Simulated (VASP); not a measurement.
Write the native input for VASP 6.6.1 that does the following.

* Task: single point
* Functional: r2SCAN
* Potentials or basis: VASP PAW PBE potentials, release 64 (Tl_d)
* Cutoff: 520 eV
* k mesh: 6 × 6 × 6
* Occupations: fermi-dirac, width 0.05 eV
* Spin: no spin polarisation
* Dipole correction: no
* Further INCAR settings: ALGO = Normal; EDIFF = 1e-06; NBANDS = 12

Tl:

```
CELL_PARAMETERS angstrom
1.96049 1.96049 1.96049
-1.96049 1.96049 1.96049
-1.96049 -1.96049 1.96049
ATOMIC_POSITIONS crystal
Tl 0.00000 0.00000 0.00000
```

This isn't the form of Tl at room conditions, which is hcp.

These files were run (other wordings do the same):

POSCAR

```
Tl
1.0
    1.9604924190      1.9604924190      1.9604924190
   -1.9604924190      1.9604924190      1.9604924190
   -1.9604924190     -1.9604924190      1.9604924190
Tl
1
Direct
    0.0000000000      0.0000000000      0.0000000000
```

INCAR.step1

```
SYSTEM = Tl
PREC = Accurate ; ENCUT = 520
ISMEAR = -1 ; SIGMA = 0.05
LREAL = .FALSE. ; LASPH = .TRUE.
NELM = 60 ; NBANDS = 12
GGA = PE ; ALGO = Normal
EDIFF = 1E-4 ; LWAVE = .TRUE.
LCHARG = .FALSE.
```

INCAR.step2

```
SYSTEM = Tl
PREC = Accurate ; ENCUT = 520
EDIFF = 1E-6 ; ISMEAR = -1
SIGMA = 0.05 ; LREAL = .FALSE.
LASPH = .TRUE. ; NELM = 60
ALGO = Normal ; ISIF = 2
LWAVE = .FALSE. ; LCHARG = .TRUE.
METAGGA = R2SCAN ; LMIXTAU = .TRUE.
LELF = .TRUE. ; LVHAR = .TRUE.
NBANDS = 12 ; ISTART = 1
```

KPOINTS

```
Automatic mesh
0
G
  6 6 6
  0 0 0
```

Potentials or basis: VASP PAW PBE potentials, release 64 (Tl_d).

Command:

```console
$ cat potpaw_PBE.64/Tl_d/POTCAR > POTCAR
$ cp INCAR.step1 INCAR
$ mpirun -np 1 vasp_std > vasp.out
$ cp INCAR.step2 INCAR
$ mpirun -np 1 vasp_std > vasp.out
```

Results of the run:

* Pressure: 0.0 GPa
* Band gap on the k mesh: zero (an odd number of electrons rules out a gap without spin polarisation)

Caveat: the k points lie up to 0.38 Å⁻¹ apart, too coarse for converged energies and pressures of a metal; the PAW data sets were made with another functional, which shifts forces and pressure a little; spin-orbit coupling is left out, which moves the levels of the heavy elements.

Wall time 44 s on 1 thread of Intel(R) Xeon(R) Platinum 8259CL CPU @ 2.50GHz (Skylake/Cascade Lake) (shared host), peak memory 0.16 GiB.
